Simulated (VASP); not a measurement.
Set up this calculation in VASP 6.6.1, as the native input.

```
Task                   : single point
Functional             : PBEsol
Potentials or basis    : VASP PAW PBE potentials, release 64 (Hf_pv)
Cutoff                 : 520 eV
k mesh                 : 6 × 6 × 6
Occupations            : gaussian, width 0.1 eV
Spin                   : no spin polarisation
Dipole correction      : no
Further INCAR settings : ALGO = Normal; EDIFF = 1e-06; NBANDS = 17
```

The structure of Hf lies in POSCAR:

```
Hf
1.0
    0.0000000000      3.2077155658      3.2077155658
    3.2077155658      0.0000000000      3.2077155658
    3.2077155658      3.2077155658      0.0000000000
Hf
2
Direct
    0.5000000000      0.5000000000      0.5000000000
    0.7500000000      0.7500000000      0.7500000000
```

The input as run:

INCAR

```
PREC = Accurate ; ENCUT = 520
EDIFF = 1E-6 ; ISMEAR = 0
SIGMA = 0.1 ; LREAL = False
LASPH = True ; NELM = 60
ALGO = Normal ; ISIF = 2
LWAVE = False ; LCHARG = True
GGA = PS ; LELF = True
LVHAR = True ; NBANDS = 17
```

KPOINTS

```
regular mesh
0
Gamma
  6 6 6
```

Potentials or basis: VASP PAW PBE potentials, release 64 (Hf_pv).

The run is started by

```console
$ cat potpaw_PBE.64/Hf_pv/POTCAR > POTCAR
$ mpirun -np 1 vasp_std > vasp.out
```

It gave:

* Pressure: -0.2 GPa
* Band gap on the k mesh: zero (band 10 reaches 2.05 eV, above the bottom of band 11 at 1.37 eV)

Caveat: the PAW data sets were made with another functional, which shifts forces and pressure a little; spin-orbit coupling is left out, which moves the levels of the heavy elements.

Wall time 51 s on 1 thread of AMD EPYC 7R13, on a shared host, peak memory 0.17 GiB.
